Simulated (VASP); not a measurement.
ZnF2: single point with PBEsol

Crystal: ZnF2.

```
Zn F
1.0
     4.79707    0.00000    0.00000
     0.00000    4.79707    0.00000
     0.00000    0.00000    3.19526
Zn F
2 4
Direct
  0.50000 0.50000 0.50000
  0.00000 0.00000 0.00000
  0.80240 0.19760 0.50000
  0.69760 0.69760 0.00000
  0.19760 0.80240 0.50000
  0.30240 0.30240 0.00000
```

```yaml
Program: VASP 6.6.1
Task: single point
Functional: PBEsol
Potentials_or_basis: VASP PAW PBE potentials, release 64 (Zn, F)
Cutoff: 600 eV
k_mesh: 6 × 6 × 9
Occupations: fermi-dirac, width 0.05 eV
Spin: no spin polarisation
Dipole_correction: no
Further_INCAR_settings: ALGO = Normal; EDIFF = 1e-06; NBANDS = 35
```

```yaml
Pressure: -5.5 GPa
Largest_force: 0.133 eV/Å
Band_gap_on_the_k_mesh: 3.23 eV
```

Forces on the atoms (eV/Å):
```
Zn   0.000  0.000  0.000
Zn   0.000  0.000  0.000
F    0.094 -0.094  0.000
F   -0.094 -0.094  0.000
F   -0.094  0.094  0.000
F    0.094  0.094  0.000
```

Stress tensor (GPa, compression positive):
```
-5.07  0.00  0.00
 0.00 -5.07  0.00
 0.00  0.00 -6.30
```

Levels at points of the mesh, in eV from the valence-band top:
| k point | band 23 | band 24 | band 25 | band 26 | band 27 | band 28 | band 29 | band 30 |
| --- | --- | --- | --- | --- | --- | --- | --- | --- |
| (0.00, 0.00, 0.00) | -0.89 | -0.31 | -0.31 | 0.00 | 3.23 | 8.87 | 9.41 | 9.41 |
| (0.50, 0.00, 0.00) | -0.57 | -0.57 | -0.39 | -0.39 | 5.78 | 5.78 | 10.31 | 10.31 |
| (0.50, 0.50, 0.00) | -1.04 | -1.04 | -0.33 | -0.33 | 6.64 | 6.64 | 8.96 | 8.96 |

Wall time 3.9 min on 1 thread of Intel Xeon 8259CL, with other jobs on the host, peak memory 0.27 GiB.

Caveat: the cell stands under tension; the PAW data sets were made with another functional, which shifts forces and pressure a little; an odd mesh through Γ misses points on the zone boundary, where band edges can lie.
